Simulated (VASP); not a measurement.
A run of VASP 6.6.1 is set up as follows.

The input INCAR:

```
PREC     = Accurate       # precision mode
ENCUT    = 520            # plane-wave cutoff, eV
EDIFF    = 1E-7           # SCF threshold, eV
ISMEAR   = 0              # smearing method
SIGMA    = 0.1            # smearing width, eV
LREAL    = False          # projectors in reciprocal space
LASPH    = True           # aspherical terms in the spheres
NELM     = 100            # most SCF steps
ALGO     = Normal         # electronic algorithm
ISIF     = 2              # what is computed and relaxed
LWAVE    = False          # write WAVECAR
LCHARG   = True           # write CHGCAR
GGA      = PE             # functional
LELF     = True           # ELF
LVHAR    = True         
NBANDS   = 24             # bands
```

KPOINTS

```
Automatic mesh
0
Gamma
  12 12 8
```

File POSCAR:

```
SbP5
1.0
    4.8005523930      0.0000000000      0.0000000000
   -2.4002761965      4.1574003245      0.0000000000
    0.0000000000      0.0000000000      5.2601281927
Sb P
1 5
Direct
    0.0000000000      0.0000000000      0.5000000000
    0.3333333333      0.6666666667      0.0000000000
    0.6666666667      0.3333333333      0.0000000000
    0.0000000000      0.0000000000      0.0000000000
    0.3333333333      0.6666666667      0.5000000000
    0.6666666667      0.3333333333      0.5000000000
```

Potentials or basis: VASP PAW PBE potentials, release 64 (Sb, P).

Command:

```sh
$ cat potpaw_PBE.64/Sb/POTCAR potpaw_PBE.64/P/POTCAR > POTCAR
$ mpirun -np 1 vasp_std > vasp.out
```

What does it give for the pressure?

-0.1 GPa.

Predict the band gap on the k mesh.

zero (bands 15 and 16 overlap by 3.67 eV).

Caveat: spin-orbit coupling is left out, which moves the levels of the heavy elements.
